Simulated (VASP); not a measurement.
Set up this calculation in VASP 6.6.1, as the native input.

```
Task                   : relaxation of cell and atoms
Functional             : PBEsol
Potentials or basis    : VASP PAW PBE potentials, release 64 (W_sv, Ta_pv, C)
Cutoff                 : 600 eV
k mesh                 : 10 × 10 × 10
Occupations            : fermi-dirac, width 0.05 eV
Spin                   : no spin polarisation
Hubbard terms          : Ta d U = 4.0 eV, W d U = 4.0 eV
Dipole correction      : no
Further INCAR settings : ALGO = Normal; EDIFF = 1e-06; IBRION = 2; EDIFFG = -0.01; NSW = 60; ISIF = 3
```

The structure of TaWC2 lies in POSCAR:

```
TaWC2
1.0
    1.5718551461      0.9075109917      5.1016196719
   -1.5718551461      0.9075109917      5.1016196719
    0.0000000000     -1.8150219835      5.1016196719
W Ta C
1 1 2
Direct
    0.0000000000      0.0000000000      0.0000000000
    0.5000000000      0.5000000000      0.5000000000
    0.2509330000      0.2509330000      0.2509330000
    0.7490670000      0.7490670000      0.7490670000
```

The input as run:

INCAR

```
ALGO = Normal
EDIFF = 1E-6
EDIFFG = -0.01
ENCUT = 600
GGA = PS
IBRION = 2
ISIF = 3
ISMEAR = -1
LASPH = T
LCHARG = F
LDAU = T
LDAUJ = 0 0 0
LDAUL = 2 2 -1
LDAUPRINT = 1
LDAUTYPE = 2
LDAUU = 4 4 0
LMAXMIX = 4
LREAL = F
LWAVE = F
NELM = 150
NSW = 60
PREC = Accurate
SIGMA = 0.05
```

KPOINTS

```
k-points
0
Gamma
  10 10 10
```

Potentials or basis: VASP PAW PBE potentials, release 64 (W_sv, Ta_pv, C).

Command:

```bash
$ cat potpaw_PBE.64/W_sv/POTCAR potpaw_PBE.64/Ta_pv/POTCAR potpaw_PBE.64/C/POTCAR > POTCAR
$ mpirun -np 1 vasp_std > vasp.out
```

It gave:

```yaml
Relaxed_volume: 10.90 Å³/atom
Relaxed_cell: a = 5.415 Å, b = 5.415 Å, c = 5.415 Å, α = 33.72°, β = 33.72°, γ = 33.72°
Space_group_after_relaxing_to_0.1_Å: R-3m (No. 166)
Energy_gained_by_relaxing: 0.1 meV/atom
Ionic_steps: 5
Pressure_after_relaxing: 0.0 GPa
```

Caveat: the highest band is partly filled, so the run has too few bands; the PAW data sets were made with another functional, which shifts forces and pressure a little; the U is typed as a test and isn't derived for this compound.

Wall time 6.4 min on 1 thread of Intel(R) Xeon(R) 6975P-C (Granite Rapids), with other jobs on the host, peak memory 0.43 GiB.
